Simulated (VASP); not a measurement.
# Re (P6_3/mmc) in VASP: a series of runs

Runs on Re. Level: LDA. Tasks: single point.

Everything below comes from runs of VASP 6.6.1. Logs are shortened: lines on timing, memory, paths and dates and some standing lists are left out, and cuts for length are marked.

## 1. The cell of the first run

Symmetry: P6_3/mmc, No. 194, hexagonal system. Conventional cell: a = 2.761 Å, b = 2.761 Å, c = 4.458 Å, α = 90.00°, β = 90.00°, γ = 120.00°. Within 3.6 Å of Re (site symmetry -6m2) lie 12 Re at 2.74 to 2.76 Å.

## 2. Single point, LDA

Contents of INCAR:

```
ALGO     = Normal         # electronic algorithm
EDIFF    = 1E-6           # SCF threshold, eV
ENCUT    = 520            # plane-wave cutoff, eV
GGA      = CA             # functional
GGA_COMPAT= F            
ISIF     = 2              # what is computed and relaxed
ISMEAR   = -1             # smearing method
LASPH    = T              # aspherical terms in the spheres
LCHARG   = F              # write CHGCAR
LREAL    = F              # projectors in reciprocal space
LWAVE    = F              # write WAVECAR
NBANDS   = 14             # bands
NELM     = 120            # most SCF steps
PREC     = Accurate       # precision mode
SIGMA    = 0.05           # smearing width, eV
```

Contents of KPOINTS:

```
k-points
0
Gamma
  9 9 5
```

Contents of POSCAR:

```
Re
1.0
    2.7608000000      0.0000000000      0.0000000000
   -1.3804000000      2.3909229348      0.0000000000
    0.0000000000      0.0000000000      4.4582000000
Re
2
Direct
    0.3333334121      0.6666668243      0.2500000000
    0.6666666015      0.3333332030      0.7500000000
```

Potentials or basis: VASP PAW LDA potentials, release 64 (Re).

The run is started by

```bash
$ cat potpaw_LDA.64/Re/POTCAR > POTCAR
$ mpirun -np 1 vasp_std > vasp.out
```

OUTCAR:

```text
EDIFF = 1E-6
   ENCUT = 520
   GGA = CA
   ISIF = 2
   ISMEAR = -1
   LASPH = T
   LREAL = F
   NELM = 120
   PREC = Accurate

 ion  position               nearest neighbor table
   1  0.333  0.667  0.250-   2 2.74   2 2.74   2 2.74   2 2.74   2 2.74   2 2.74
   2  0.667  0.333  0.750-   1 2.74   1 2.74   1 2.74   1 2.74   1 2.74   1 2.74

  LATTYP: Found a hexagonal cell.
 ALAT       =     2.7608000000
 C/A-ratio  =     1.6148217908

  Lattice vectors:

 A1 = (   2.7608000000,   0.0000000000,   0.0000000000)
 A2 = (  -1.3804000000,   2.3909229348,   0.0000000000)
 A3 = (   0.0000000000,   0.0000000000,   4.4582000000)

Analysis of symmetry for initial positions (statically):
=====================================================================
 Subroutine PRICEL returns:
 Original cell was already a primitive cell.

 Routine SETGRP: Setting up the symmetry group for a
 hexagonal supercell.

 Subroutine GETGRP returns: Found 24 space group operations
 (whereof 12 operations were pure point group operations)
 out of a pool of 24 trial point group operations.

The static configuration has the point symmetry D_3d.
 The point group associated with its full space group is D_6h.

Analysis of symmetry for dynamics (positions and initial velocities):
=====================================================================
 Subroutine PRICEL returns:
 Original cell was already a primitive cell.

 Routine SETGRP: Setting up the symmetry group for a
 hexagonal supercell.

 Subroutine GETGRP returns: Found 24 space group operations
 (whereof 12 operations were pure point group operations)
 out of a pool of 24 trial point group operations.

The dynamic configuration has the point symmetry D_3d.
 The point group associated with its full space group is D_6h.

 Subroutine INISYM returns: Found 24 space group operations
 (whereof 12 operations are pure point group operations),
 and found     1 'primitive' translations

----------------------------------------------------------------------------------------

                                     Primitive cell

  volume of cell :      29.4280

  direct lattice vectors                    reciprocal lattice vectors
     2.760800000  0.000000000  0.000000000     0.362213851  0.209124264  0.000000000
    -1.380400000  2.390922935  0.000000000     0.000000000  0.418248529  0.000000000
     0.000000000  0.000000000  4.458200000     0.000000000  0.000000000  0.224305774

  length of vectors
     2.760800000  2.760800000  4.458200000     0.418248529  0.418248529  0.224305774

  position of ions in fractional coordinates (direct lattice)
     0.333333412  0.666666824  0.250000000
     0.666666601  0.333333203  0.750000000

  ion indices of the primitive-cell ions
   primitive index   ion index
                 1           1
                 2           2

----------------------------------------------------------------------------------------

 KPOINTS: k-points

Automatic generation of k-mesh.
 Grid dimensions read from file:
 generate k-points for:    9    9    5

 Generating k-lattice:

  Cartesian coordinates                     Fractional coordinates (reciprocal lattice)
     0.040245983  0.023236029  0.000000000     0.111111111 -0.000000000  0.000000000
     0.000000000  0.046472059  0.000000000     0.000000000  0.111111111  0.000000000
     0.000000000  0.000000000  0.044861155     0.000000000  0.000000000  0.200000000

  Length of vectors
     0.046472059  0.046472059  0.044861155

  Shift w.r.t. Gamma in fractional coordinates (k-lattice)
     0.000000000  0.000000000  0.000000000

 Subroutine IBZKPT returns following result:
 ===========================================

 Found     36 irreducible k-points:

 Following reciprocal coordinates:
            Coordinates               Weight
  0.000000  0.000000  0.000000      1.000000
  0.111111 -0.000000  0.000000      6.000000
  0.222222 -0.000000  0.000000      6.000000
  0.333333 -0.000000  0.000000      6.000000
  0.444444 -0.000000  0.000000      6.000000
  0.111111  0.111111  0.000000      6.000000
[... 16 lines left out ...]
  0.333333  0.222222  0.200000     24.000000
  0.333333  0.333333  0.200000      4.000000
 [... further k-points ...]
   k-points           NKPTS =     36   k-points in BZ     NKDIM =     36   number of bands    NBANDS=     14
   number of dos      NEDOS =    301   number of ions     NIONS =      2
   total plane-waves  NPLWV =  20736
   dimension x,y,z NGX =    24 NGY =   24 NGZ =   36
   dimension x,y,z NGXF=    48 NGYF=   48 NGZF=   72
   ions per type =               2
   NGX,Y,Z   is equivalent  to a cutoff of  14.45, 14.45, 13.42 a.u.
   NGXF,Y,Z  is equivalent  to a cutoff of  28.90, 28.90, 26.85 a.u.
 SYSTEM =  unknown system
   PREC   = accura    normal or accurate (medium, high low for compatibility)
   ISTART =      0    job   : 0-new  1-cont  2-samecut
   ICHARG =      2    charge: 1-file 2-atom 10-const
   ISPIN  =      1    spin polarized calculation?
   LNONCOLLINEAR =      F non collinear calculations
   LSORBIT =      F    spin-orbit coupling
   LASPH  =      T    aspherical Exc in radial PAW
   ENCUT  =  520.0 eV  38.22 Ry    6.18 a.u.   5.13  5.13  8.29*2*pi/ulx,y,z
   NELM   =    120;   NELMIN=  2; NELMDL= -5     # of ELM steps
   EDIFF  = 0.1E-05   stopping-criterion for ELM
   LREAL  =      F    real-space projection
   EDIFFG = 0.1E-04   stopping-criterion for IOM
   NSW    =      0    number of steps for IOM
   IBRION =     -1    ionic relax: 0-MD 1-quasi-New 2-CG
   NFREE  =      0    steps in history (QN), initial steepest desc. (CG)
   ISIF   =      2    stress and relaxation
   ISYM   =      2    0-nonsym 1-usesym 2-fastsym
   POTIM  = 0.5000    time-step for ionic-motion
   TEBEG  =    0.0;   TEEND  =   0.0 temperature during run
   PSTRESS=    0.0 pullay stress
   NELECT =      14.0000    total number of electrons
   NUPDOWN=      -1.0000    fix difference up-down
   EMIN   =  10.00;   EMAX   =-10.00  energy-range for DOS
   EFERMI =   0.00;   METHOD = LEGACY
   ISMEAR =    -1;   SIGMA  =   0.05  broadening in eV -4-tet -1-fermi 0-gaus
   EFERMI_NEDOS =   21; number of points for ismear=-14 and -15
   IALGO  =     38    algorithm
   IMIX   =      4    mixing-type and parameters
     AMIX     =   0.40;   BMIX     =  1.00
     AMIX_MAG =   1.60;   BMIX_MAG =  1.00
  volume/ion in A,a.u.               =      14.71        99.29
  Fermi-wavevector in a.u.,A,eV,Ry     =   1.278000  2.415070 22.222174  1.633284
  Thomas-Fermi vector in A             =   2.410568
   LORBIT       =      0    0 simple, 1 ext, 2 COOP (PROOUT), +10 PAW based schemes
   GGA     = CA    functional components
   LHFCALC =     F    Hartree Fock is set to
   AEXX    =    0.0000 exact exchange contribution
   IVDW    =     0    specifies the selected vdW correction
   LEPSILON=     F    determine dielectric tensor
   LRPA    =     F    only Hartree local field effects (RPA)
 non-spin polarized calculation
  energy-cutoff  :      520.00
  volume of cell :       29.43
 maximum number of plane-waves:       814
 NGX is ok and might be reduce to    24
   NGX = 11   NGY = 11   NGZ = 17

 number of electron      14.0000000 magnetization

 Free energy of the ion-electron system (eV)
  ---------------------------------------------------
  ext. energy  EPLUGINS =         0.00000000
  ---------------------------------------------------
  free energy    TOTEN  =       -27.51430579 eV

  energy without entropy =      -27.49560924  energy(sigma->0) =      -27.50495752

 E-fermi :   7.8161     XC(G=0): -13.8412

 val. band max:        7.8075201927   @ k =   0.4444  -0.0000   0.4000
 cond. band min:       7.8208701635   @ k =   0.3333   0.3333   0.0000
 fundamental gap:      0.0133499708
 Fermi energy:         7.8160990788

 k-point     1 :       0.0000    0.0000    0.0000
  band No.  band energies     occupation
      1      -1.9474      2.00000
      2       1.2407      2.00000
      3       6.2437      2.00000
      4       6.2484      2.00000
      5       6.2484      2.00000
      6       7.0846      2.00000
      7       7.0846      2.00000
      8       8.0084      0.04181
      9       8.0084      0.04180
     10       8.5878      0.00000
     11      11.1939      0.00000
     12      11.1940      0.00000
     13      17.8732      0.00000
     14      22.0641      0.00000

 k-point     2 :       0.1111   -0.0000    0.0000
  band No.  band energies     occupation
      1      -1.4495      2.00000
      2       1.6981      2.00000
      3       5.4574      2.00000
      4       6.6930      2.00000
      5       6.7096      2.00000
      6       6.8943      2.00000
      7       6.9785      2.00000
      8       7.5198      1.99467
      9       7.6484      1.93244
     10       7.9165      0.23664
     11      11.4310      0.00000
     12      13.0204      0.00000
     13      17.8238      0.00000
     14      23.1341      0.00000

 k-point     3 :       0.2222   -0.0000    0.0000
  band No.  band energies     occupation
      1      -0.1466      2.00000
      2       2.5588      2.00000
      3       4.8266      2.00000
      4       4.9379      2.00000
      5       6.1114      2.00000
      6       6.9308      2.00000
      7       7.3580      1.99979
      8       8.0235      0.03112
      9       8.0529      0.01738
     10       8.7436      0.00000
     11      11.8264      0.00000
     12      15.7983      0.00000
     13      17.4656      0.00000
     14      23.8175      0.00000
[... 324 lines left out ...]
 k-point    23 :       0.3333    0.2222    0.2000
  band No.  band energies     occupation
      1       2.4801      2.00000
      2       3.4625      2.00000
      3       3.6384      2.00000
      4       4.3164      2.00000
      5       5.5597      2.00000
      6       6.3398      2.00000
      7       7.4968      1.99664
      8      10.1272      0.00000
      9      10.5759      0.00000
     10      11.9782      0.00000
     11      14.4545      0.00000
     12      15.6782      0.00000
     13      18.2146      0.00000
     14      18.9698      0.00000

 k-point    24 :       0.3333    0.3333    0.2000
  band No.  band energies     occupation
      1       2.9529      2.00000
      2       3.6407      2.00000
      3       3.6407      2.00000
      4       4.5377      2.00000
      5       5.7109      2.00000
      6       5.7109      2.00000
      7       7.7238      1.72730
      8      10.1189      0.00000
      9      11.0591      0.00000
     10      11.0591      0.00000
     11      14.9720      0.00000
     12      14.9720      0.00000
     13      17.6216      0.00000
     14      21.7086      0.00000

 [... further k-points ...]

------------------------ aborting loop because EDIFF is reached ----------------------------------------

  FORCE on cell =-STRESS in cart. coord.  units (eV):
  Direction    XX          YY          ZZ          XY          YZ          ZX
  --------------------------------------------------------------------------------------
  -------------------------------------------------------------------------------------
  Total       -1.4469283     -1.4469283     -1.9604927      0.0000000      0.0000000      0.0000000
  in kB      -78.7766521    -78.7766521   -106.7371838      0.0000000      0.0000000      0.0000000
  external PRESSURE =     -88.0968294 kB  Pullay stress =       0.0000000 kB

 VOLUME and BASIS-vectors are now :
 -----------------------------------------------------------------------------
  energy-cutoff  :      520.00
  volume of cell :       29.43
      direct lattice vectors                 reciprocal lattice vectors
     2.760800000  0.000000000  0.000000000     0.362213851  0.209124264  0.000000000
    -1.380400000  2.390922935  0.000000000     0.000000000  0.418248529  0.000000000
     0.000000000  0.000000000  4.458200000     0.000000000  0.000000000  0.224305774

 POSITION                                       TOTAL-FORCE (eV/Angst)
 -----------------------------------------------------------------------------------
     -0.00000      1.59395      1.11455         0.000000     -0.000000      0.000000
      1.38040      0.79697      3.34365        -0.000000      0.000000      0.000000
 -----------------------------------------------------------------------------------
    total drift:                                0.000000      0.000001      0.000001

  FREE ENERGIE OF THE ION-ELECTRON SYSTEM (eV)
  ---------------------------------------------------
  free  energy   TOTEN  =       -27.5143057935 eV

  energy  without entropy=      -27.4956092375  energy(sigma->0) =      -27.50495752
```

Run time: 17 s. Hardware: 1 thread of Intel Xeon 8259CL, shared host; peak memory 0.14 GiB.

Results:

| Item | Value |
| --- | --- |
| Free energy | -27.5143 eV |
| Pressure | -8.8 GPa |
| Band gap on the k mesh | zero (bands 7 and 8 overlap by 2.81 eV) |

Caveat: the cell stands under tension; spin-orbit coupling is left out, which moves the levels of the heavy elements.

## 3. Single point, LDA

Contents of INCAR:

```
SYSTEM = Re
PREC     = Accurate       ! precision mode
ENCUT    = 520            ! plane-wave cutoff, eV
EDIFF    = 1E-6           ! SCF threshold, eV
ISMEAR   = -1             ! smearing method
SIGMA    = 0.05           ! smearing width, eV
LREAL    = .False.        ! projectors in reciprocal space
LASPH    = .True.         ! aspherical terms in the spheres
NELM     = 120            ! most SCF steps
ALGO     = Normal         ! electronic algorithm
ISIF     = 2              ! what is computed and relaxed
LWAVE    = .False.        ! write WAVECAR
LCHARG   = .True.         ! write CHGCAR
LELF     = .True.         ! ELF
LVHAR    = .True.       
NBANDS   = 14             ! bands
GGA_COMPAT= .False.
```

Contents of KPOINTS:

```
regular mesh
0
Gamma
  9 9 5
  0 0 0
```

Edit POSCAR of step 2 so:

```diff
@@ -9,2 +9,2 @@
     0.3333334121      0.6666668243      0.2500000000
-    0.6666666015      0.3333332030      0.7500000000
+    1.6666666015      0.3333332030      0.7500000000
```

Potentials or basis: VASP PAW LDA potentials, release 64 (Re).

The run is started by

```bash
$ cat potpaw_LDA.64/Re/POTCAR > POTCAR
$ mpirun -np 1 vasp_std > vasp.out
```

It took 17 s on 1 thread of Intel Xeon 8259CL, shared host; peak memory 0.14 GiB.

Results (log left out):

| Property | Result |
| --- | --- |
| Free energy | -27.5143 eV |
| Pressure | -8.8 GPa |
| Band gap on the k mesh | zero (bands 7 and 8 overlap by 2.81 eV) |

Stress tensor (GPa, compression positive):
```
 -7.88   0.00   0.00
  0.00  -7.88   0.00
  0.00   0.00 -10.67
```

Levels at points of the mesh, in eV from the Fermi level:
| k point | band 3 | band 4 | band 5 | band 6 | band 7 | band 8 | band 9 | band 10 | band 11 | band 12 |
| --- | --- | --- | --- | --- | --- | --- | --- | --- | --- | --- |
| (0.00, 0.00, 0.00) | -1.57 | -1.57 | -1.57 | -0.73 | -0.73 | 0.19 | 0.19 | 0.77 | 3.38 | 3.38 |

Caveat: the cell stands under tension; spin-orbit coupling is left out, which moves the levels of the heavy elements.
